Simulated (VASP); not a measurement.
# Sr (P6_3/mmc) in VASP: further runs, part 3 of 3

VASP 6.6.1. The steps go on from the part before.

## Step 5: Electric field gradients, PBE (volume scaled by 1.04)

INCAR

```
PREC = Accurate
ENCUT = 520
EDIFF = 1E-8
ISMEAR = -1
SIGMA = 0.08
LREAL = F
LASPH = T
NELM = 100
ALGO = Normal
ISIF = 2
LWAVE = F
LCHARG = F
GGA = PE
LEFG = T
NBANDS = 17
```

KPOINTS

```
regular mesh
0
Gamma
  11 11 6
```

POSCAR

```
Sr
1.0
    4.3258072930      0.0000000000      0.0000000000
   -2.1629036465      3.7462590076      0.0000000000
    0.0000000000      0.0000000000      7.0907807681
Sr
2
Direct
    0.3333333333      0.6666666667      0.2500000000
    0.6666666667      0.3333333333      0.7500000000
```

Potentials or basis: VASP PAW PBE potentials, release 64 (Sr_sv).

Run with:

```sh
$ cat potpaw_PBE.64/Sr_sv/POTCAR > POTCAR
$ mpirun -np 1 vasp_std > vasp.out
```

OUTCAR:

```text
PREC = Accurate
   ENCUT = 520
   EDIFF = 1E-8
   ISMEAR = -1
   LREAL = F
   LASPH = T
   NELM = 100
   ISIF = 2
   GGA = PE

 ion  position               nearest neighbor table
   1  0.333  0.667  0.250-   2 4.34   2 4.34   2 4.34   2 4.34   2 4.34   2 4.34
   2  0.667  0.333  0.750-   1 4.34   1 4.34   1 4.34   1 4.34   1 4.34   1 4.34

  LATTYP: Found a hexagonal cell.
 ALAT       =     4.3258072930
 C/A-ratio  =     1.6391809176

  Lattice vectors:

 A1 = (   4.3258072930,   0.0000000000,   0.0000000000)
 A2 = (  -2.1629036465,   3.7462590076,   0.0000000000)
 A3 = (   0.0000000000,   0.0000000000,   7.0907807681)

Analysis of symmetry for initial positions (statically):
=====================================================================
 Subroutine PRICEL returns:
 Original cell was already a primitive cell.

 Routine SETGRP: Setting up the symmetry group for a
 hexagonal supercell.

 Subroutine GETGRP returns: Found 24 space group operations
 (whereof 12 operations were pure point group operations)
 out of a pool of 24 trial point group operations.

The static configuration has the point symmetry D_3d.
 The point group associated with its full space group is D_6h.

Analysis of symmetry for dynamics (positions and initial velocities):
=====================================================================
 Subroutine PRICEL returns:
 Original cell was already a primitive cell.

 Routine SETGRP: Setting up the symmetry group for a
 hexagonal supercell.

 Subroutine GETGRP returns: Found 24 space group operations
 (whereof 12 operations were pure point group operations)
 out of a pool of 24 trial point group operations.

[... 152 lines left out ...]
 fundamental gap:      0.0047262683
 Fermi energy:         1.4354081202

 k-point     1 :       0.0000    0.0000    0.0000
  band No.  band energies     occupation
      1     -35.2629      2.00000
      2     -35.2519      2.00000
      3     -17.3199      2.00000
      4     -17.1814      2.00000
      5     -17.1814      2.00000
      6     -17.1587      2.00000
[... 457 lines left out ...]
      4     -17.2333      2.00000
      5     -17.2267      2.00000
      6     -17.1978      2.00000
[... 9 lines left out ...]
     16       4.3540      0.00000
     17       4.5751      0.00000

 [... further k-points ...]
[... 5 lines left out ...]
  --------------------------------------------------------------------------------------
  -------------------------------------------------------------------------------------
  Total       -0.2972737     -0.2972737     -0.2983742      0.0000000      0.0000000      0.0000000
  in kB       -4.1448421     -4.1448421     -4.1601865      0.0000000      0.0000000      0.0000000
  external PRESSURE =      -4.1499569 kB  Pullay stress =       0.0000000 kB

 VOLUME and BASIS-vectors are now :
 -----------------------------------------------------------------------------
  energy-cutoff  :      520.00
  volume of cell :      114.91
      direct lattice vectors                 reciprocal lattice vectors
     4.325807293  0.000000000  0.000000000     0.231170723  0.133466479  0.000000000
    -2.162903647  3.746259008  0.000000000     0.000000000  0.266932958  0.000000000
     0.000000000  0.000000000  7.090780768     0.000000000  0.000000000  0.141028193

 POSITION                                       TOTAL-FORCE (eV/Angst)
 -----------------------------------------------------------------------------------
     -0.00000      2.49751      1.77270        -0.000000      0.000000      0.000000
      2.16290      1.24875      5.31809         0.000000     -0.000000      0.000000
 -----------------------------------------------------------------------------------
    total drift:                               -0.000000      0.000000     -0.000000

  FREE ENERGIE OF THE ION-ELECTRON SYSTEM (eV)
  ---------------------------------------------------
  free  energy   TOTEN  =        -3.2915459301 eV

  energy  without entropy=       -3.2348453563  energy(sigma->0) =       -3.26319564

 Electric field gradients (V/A^2)
---------------------------------------------------------------------
 ion       V_xx      V_yy      V_zz      V_xy      V_xz      V_yz
---------------------------------------------------------------------
   1       1.949     1.949    -3.899     0.000     0.000    -0.000
   2       1.949     1.949    -3.899     0.000    -0.000     0.000
---------------------------------------------------------------------

 Electric field gradients after diagonalization (V/A^2)
 (convention: |V_zz| > |V_xx| > |V_yy|)
----------------------------------------------------------------------
 ion       V_xx      V_yy      V_zz     asymmetry (V_yy - V_xx)/ V_zz
----------------------------------------------------------------------
   1       1.949     1.949    -3.899       0.000
   2       1.949     1.949    -3.899       0.000
----------------------------------------------------------------------

           NMR quadrupolar parameters

 Cq : quadrupolar parameter    Cq=e*Q*V_zz/h
 eta: asymmetry parameters     (V_yy - V_xx)/ V_zz
 Q  : nuclear electric quadrupole moment in mb (millibarn)
----------------------------------------------------------------------
 ion       Cq(MHz)       eta       Q (mb)
----------------------------------------------------------------------
   1      -0.009       0.000       1.000
   2      -0.009       0.000       1.000
----------------------------------------------------------------------
```

It took 40 s on 1 thread of Intel Xeon 6975P-C (Granite Rapids), shared host; peak memory 0.28 GiB.

What came out:

```yaml
Free_energy: -3.2915 eV
Pressure: -0.4 GPa
Band_gap_on_the_k_mesh: zero (band 10 reaches 1.57 eV, above the bottom of band 11 at 1.42 eV)
```

Electric field gradients, principal values (V/Å²):
```
atom  least  middle  greatest (by size)
1 Sr  1.949   1.949              -3.899
2 Sr  1.949   1.949              -3.899
```

Caveat: without QUAD_EFG the Cq values of the log hold for a quadrupole moment of 1 mb, not for the nuclei.

## Step 6: Electric field gradients, PBE (x and y stretched by -4 %, z held)

INCAR

```
SYSTEM = Sr
PREC = Accurate
ENCUT = 520
EDIFF = 1E-8
ISMEAR = -1
SIGMA = 0.08
LREAL = .False.
LASPH = .True.
NELM = 60
ALGO = Normal
ISIF = 2
LWAVE = .False.
LCHARG = .False.
GGA = PE
LEFG = .True.
NBANDS = 17
```

KPOINTS

```
Automatic mesh
0
Gamma
  11 11 6
  0 0 0
```

POSCAR

```
Sr
1.0
    4.0988367504      0.0000000000      0.0000000000
   -2.0494183752      3.5496967518      0.0000000000
    0.0000000000      0.0000000000      6.9986823019
Sr
2
Direct
    0.3333333333      0.6666666667      0.2500000000
    0.6666666667      0.3333333333      0.7500000000
```

Potentials or basis: VASP PAW PBE potentials, release 64 (Sr_sv).

Run with:

```sh
$ cat potpaw_PBE.64/Sr_sv/POTCAR > POTCAR
$ mpirun -np 1 vasp_std > vasp.out
```

OUTCAR:

```text
SYSTEM = Sr
   PREC = Accurate
   ENCUT = 520
   EDIFF = 1E-8
   ISMEAR = -1
   LREAL = .False.
   LASPH = .True.
   NELM = 60
   ISIF = 2
   GGA = PE

 ion  position               nearest neighbor table
   1  0.333  0.667  0.250-   2 4.22   2 4.22   2 4.22   2 4.22   2 4.22   2 4.22
   2  0.667  0.333  0.750-   1 4.22   1 4.22   1 4.22   1 4.22   1 4.22   1 4.22

  LATTYP: Found a hexagonal cell.
 ALAT       =     4.0988367504
 C/A-ratio  =     1.7074801287

  Lattice vectors:

 A1 = (   4.0988367504,   0.0000000000,   0.0000000000)
 A2 = (  -2.0494183752,   3.5496967518,   0.0000000000)
 A3 = (   0.0000000000,   0.0000000000,   6.9986823019)

Analysis of symmetry for initial positions (statically):
=====================================================================
 Subroutine PRICEL returns:
 Original cell was already a primitive cell.

 Routine SETGRP: Setting up the symmetry group for a
 hexagonal supercell.

 Subroutine GETGRP returns: Found 24 space group operations
 (whereof 12 operations were pure point group operations)
 out of a pool of 24 trial point group operations.

The static configuration has the point symmetry D_3d.
 The point group associated with its full space group is D_6h.

Analysis of symmetry for dynamics (positions and initial velocities):
=====================================================================
 Subroutine PRICEL returns:
 Original cell was already a primitive cell.

 Routine SETGRP: Setting up the symmetry group for a
 hexagonal supercell.

 Subroutine GETGRP returns: Found 24 space group operations
[... 153 lines left out ...]
 val. band max:        1.8223927959   @ k =   0.4545   0.0000   0.0000
 cond. band min:       1.8329962869   @ k =   0.0909   0.0000   0.0000
 fundamental gap:      0.0106034910
 Fermi energy:         1.8328213027

 k-point     1 :       0.0000    0.0000    0.0000
  band No.  band energies     occupation
      1     -34.6126      2.00000
      2     -34.5963      2.00000
      3     -16.7145      2.00000
      4     -16.5100      2.00000
      5     -16.5100      2.00000
      6     -16.4853      2.00000
[... 457 lines left out ...]
      4     -16.6051      2.00000
      5     -16.5963      2.00000
      6     -16.5393      2.00000
[... 9 lines left out ...]
     16       4.9443      0.00000
     17       5.2877      0.00000

 [... further k-points ...]
[... 5 lines left out ...]
  --------------------------------------------------------------------------------------
  -------------------------------------------------------------------------------------
  Total        0.9337634      0.9337634      0.2335215     -0.0000000      0.0000000      0.0000000
  in kB       14.6919451     14.6919451      3.6742555     -0.0000000      0.0000000      0.0000000
  external PRESSURE =      11.0193819 kB  Pullay stress =       0.0000000 kB

 VOLUME and BASIS-vectors are now :
 -----------------------------------------------------------------------------
  energy-cutoff  :      520.00
  volume of cell :      101.83
      direct lattice vectors                 reciprocal lattice vectors
     4.098836750  0.000000000  0.000000000     0.243971659  0.140857103  0.000000000
    -2.049418375  3.549696752  0.000000000     0.000000000  0.281714205  0.000000000
     0.000000000  0.000000000  6.998682302     0.000000000  0.000000000  0.142884040

 POSITION                                       TOTAL-FORCE (eV/Angst)
 -----------------------------------------------------------------------------------
     -0.00000      2.36646      1.74967         0.000000      0.000000      0.000000
      2.04942      1.18323      5.24901        -0.000000     -0.000000     -0.000000
 -----------------------------------------------------------------------------------
    total drift:                               -0.000000      0.000000     -0.000000

  FREE ENERGIE OF THE ION-ELECTRON SYSTEM (eV)
  ---------------------------------------------------
  free  energy   TOTEN  =        -3.2589703061 eV

  energy  without entropy=       -3.2040890396  energy(sigma->0) =       -3.23152967

 Electric field gradients (V/A^2)
---------------------------------------------------------------------
 ion       V_xx      V_yy      V_zz      V_xy      V_xz      V_yz
---------------------------------------------------------------------
   1       7.309     7.309   -14.618     0.000    -0.000    -0.000
   2       7.309     7.309   -14.618     0.000    -0.000    -0.000
---------------------------------------------------------------------

 Electric field gradients after diagonalization (V/A^2)
 (convention: |V_zz| > |V_xx| > |V_yy|)
----------------------------------------------------------------------
 ion       V_xx      V_yy      V_zz     asymmetry (V_yy - V_xx)/ V_zz
----------------------------------------------------------------------
   1       7.309     7.309   -14.618       0.000
   2       7.309     7.309   -14.618       0.000
----------------------------------------------------------------------

           NMR quadrupolar parameters

 Cq : quadrupolar parameter    Cq=e*Q*V_zz/h
 eta: asymmetry parameters     (V_yy - V_xx)/ V_zz
 Q  : nuclear electric quadrupole moment in mb (millibarn)
----------------------------------------------------------------------
 ion       Cq(MHz)       eta       Q (mb)
----------------------------------------------------------------------
   1      -0.035       0.000       1.000
   2      -0.035       0.000       1.000
----------------------------------------------------------------------
```

OSZICAR:

```text
N       E                     dE             d eps       ncg     rms          rms(c)
DAV:   1     0.104750877770E+03    0.10475E+03   -0.94057E+03  2176   0.999E+02
DAV:   2     0.482548934975E+01   -0.99925E+02   -0.98419E+02  2778   0.230E+02
DAV:   3    -0.312967740166E+01   -0.79552E+01   -0.79374E+01  4001   0.459E+01
DAV:   4    -0.325938737160E+01   -0.12971E+00   -0.12955E+00  2941   0.580E+00
DAV:   5    -0.326250695504E+01   -0.31196E-02   -0.31194E-02  3479   0.635E-01    0.170E+01
DAV:   6    -0.326001377275E+01    0.24932E-02   -0.12534E-02  2828   0.115E+00    0.965E+00
DAV:   7    -0.325879747662E+01    0.12163E-02   -0.22802E-02  2499   0.152E+00    0.398E-01
DAV:   8    -0.325889799767E+01   -0.10052E-03   -0.31946E-03  3500   0.263E-01    0.123E-01
DAV:   9    -0.325894299182E+01   -0.44994E-04   -0.96855E-05  3106   0.553E-02    0.490E-02
DAV:  10    -0.325897160887E+01   -0.28617E-04   -0.16418E-05  2738   0.333E-02    0.207E-02
DAV:  11    -0.325897083643E+01    0.77244E-06   -0.69932E-07  3682   0.480E-03    0.292E-03
DAV:  12    -0.325896986501E+01    0.97142E-06   -0.35571E-07  2754   0.374E-03    0.220E-03
DAV:  13    -0.325897030314E+01   -0.43813E-06   -0.43013E-08  2798   0.142E-03    0.198E-04
DAV:  14    -0.325897030611E+01   -0.29725E-08   -0.17383E-09  1719   0.243E-04
   1 F= -.32589703E+01 E0= -.32315297E+01  d E =-.548813E-01
```

Wall time 94 s (1 thread of Oxide Virtual Turin-like, shared host); peak memory 0.22 GiB.

What came out:

- Free energy: -3.2590 eV
- Pressure: 1.1 GPa
- Band gap on the k mesh: zero (band 10 reaches 2.02 eV, above the bottom of band 11 at 1.78 eV)

Stress tensor (GPa, compression positive):
```
1.47 0.00 0.00
0.00 1.47 0.00
0.00 0.00 0.37
```

Electric field gradients, principal values (V/Å²):
| atom | least | middle | greatest (by size) |
| --- | --- | --- | --- |
| 1 Sr | 7.309 | 7.309 | -14.618 |
| 2 Sr | 7.309 | 7.309 | -14.618 |

Caveat: the cell differs from its parent crystal (x and y stretched by -4 %, z held); without QUAD_EFG the Cq values of the log hold for a quadrupole moment of 1 mb, not for the nuclei.

## Step 7: Summary

| cell | gap on the mesh (eV) | pressure (GPa) |
| --- | --- | --- |
| a = 4.270, b = 4.270, c = 6.999 Å, angles 90.0, 90.0, 120.0°, 2 atoms | none | 0.0 |
| a = 4.298, b = 4.298, c = 7.045 Å, angles 90.0, 90.0, 120.0°, 2 atoms | none | -0.2 |
| a = 4.326, b = 4.326, c = 7.091 Å, angles 90.0, 90.0, 120.0°, 2 atoms | none | -0.4 |
| a = 4.099, b = 4.099, c = 6.999 Å, angles 90.0, 90.0, 120.0°, 2 atoms | none | 1.1 |

Alike in all rows: task electric field gradients; level PBE; potentials or basis VASP PAW PBE potentials, release 64 (Sr_sv); no spin polarisation; k mesh 11 × 11 × 6; cutoff (eV) 520; smearing fermi-dirac 0.08 eV.

Total energies depend on the potentials used, so only differences within one code and one set of settings carry meaning.
